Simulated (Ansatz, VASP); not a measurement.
**One calculation of I, two programs**

INCAR

```
PREC     = Accurate       # precision mode
ENCUT    = 520            # plane-wave cutoff, eV
EDIFF    = 1E-7           # SCF threshold, eV
ISMEAR   = 0              # smearing method
SIGMA    = 0.15           # smearing width, eV
LREAL    = F              # projectors in reciprocal space
LASPH    = T              # aspherical terms in the spheres
NELM     = 100            # most SCF steps
ALGO     = Normal         # electronic algorithm
ISIF     = 2              # what is computed and relaxed
LWAVE    = F              # write WAVECAR
LCHARG   = F              # write CHGCAR
GGA      = PE             # functional
IVDW     = 12             # dispersion correction
NBANDS   = 10             # bands
```

File KPOINTS:

```
Automatic mesh
0
Gamma
  18 18 18
```

File POSCAR:

```
I
1.0
   -1.9144118261      1.9144118261      2.4887353740
    1.9144118261     -1.9144118261      2.4887353740
    1.9144118261      1.9144118261     -2.4887353740
I
1
Direct
    0.0000000000      0.0000000000      0.0000000000
```

Input for Ansatz:

```yaml
crystal:
  lattice:
    - [-1.9144118261, 1.9144118261, 2.488735374]
    - [1.9144118261, -1.9144118261, 2.488735374]
    - [1.9144118261, 1.9144118261, -2.488735374]
  atoms:
    - { symbol: I, position: [0.0, 0.0, 0.0] }
basis:
  ecutwfc: 420
kpoints:
  mp_grid: { grid: [18, 18, 18] }
hamiltonian:
  xc: pbe
  dispersion: d3bj
scf:
  occupations: { method: gaussian, width: 0.15 }
output:
  forces: true
  stress: true
  eigenvalues: true
```

Alike in both runs: task single point; functional PBE; dispersion D3(BJ); k mesh 18 × 18 × 18; occupations gaussian, width 0.15 eV; no spin polarisation.

```csv
,VASP,Ansatz
version,VASP 6.6.1,Ansatz 0.2.0
potentials or method,"VASP PAW PBE potentials, release 64 (I), cutoff 520 eV","scalar-relativistic, plane waves, PAW"
valence electrons in the cell,7,17
```

```tsv
	VASP	Ansatz	Ansatz less VASP
gap on the k mesh at the Fermi level (eV)	none	none	-
pressure (GPa)	-2.4	-2.4	+0.02
traceless stress, the component that is largest in VASP (GPa)	-0.73	-0.73	+0.002
```

A gap of «none» marks a metal or a gap that the smearing closes. VASP's potentials hold 7 valence electrons a cell and Ansatz's 17, so a difference there can come from the potentials and not from the codes.

Spin-orbit coupling is off throughout.
